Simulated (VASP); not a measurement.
Wanted: the native input for a VASP 6.6.1 run.

```yaml
Task: single point
Functional: LDA
Potentials_or_basis: VASP PAW LDA potentials, release 64 (Si)
Cutoff: 520 eV
k_mesh: 12 × 12 × 12
Occupations: gaussian, width 0.05 eV
Spin: no spin polarisation
Dipole_correction: no
Further_INCAR_settings: ALGO = Normal; EDIFF = 1e-06; NBANDS = 11
```

The structure of Si lies in POSCAR:

```
Si
1.0
    0.0000000000      2.9087187632      2.6079572431
    2.9087187632      0.0000000000      2.6079572431
    2.9087187632      2.9087187632      0.0000000000
Si
2
Direct
    0.5000000000      0.5000000000      0.5000000000
    0.7500000000      0.7500000000      0.7500000000
```

This cell differs from its parent crystal: volume 22.065 Å^3 an atom, c/a of the conventional cell 0.8966.

One way to write it, as run:

INCAR

```
PREC = Accurate
ENCUT = 520
EDIFF = 1E-6
ISMEAR = 0
SIGMA = 0.05
LREAL = False
LASPH = True
NELM = 80
ALGO = Normal
ISIF = 2
LWAVE = False
LCHARG = False
NBANDS = 11
```

KPOINTS

```
regular mesh
0
Gamma
  12 12 12
```

Potentials or basis: VASP PAW LDA potentials, release 64 (Si).

Run with:

```bash
$ cat potpaw_LDA.64/Si/POTCAR > POTCAR
$ mpirun -np 1 vasp_std > vasp.out
```

It gave:

The pressure is -8.7 GPa. The band gap on the k mesh is zero (band 4 reaches 5.27 eV, above the bottom of band 5 at 4.86 eV).

It took 49 s on 1 thread of AMD EPYC 7R43 64-Core Processor (Zen 3), on a shared host, peak memory 0.15 GiB.
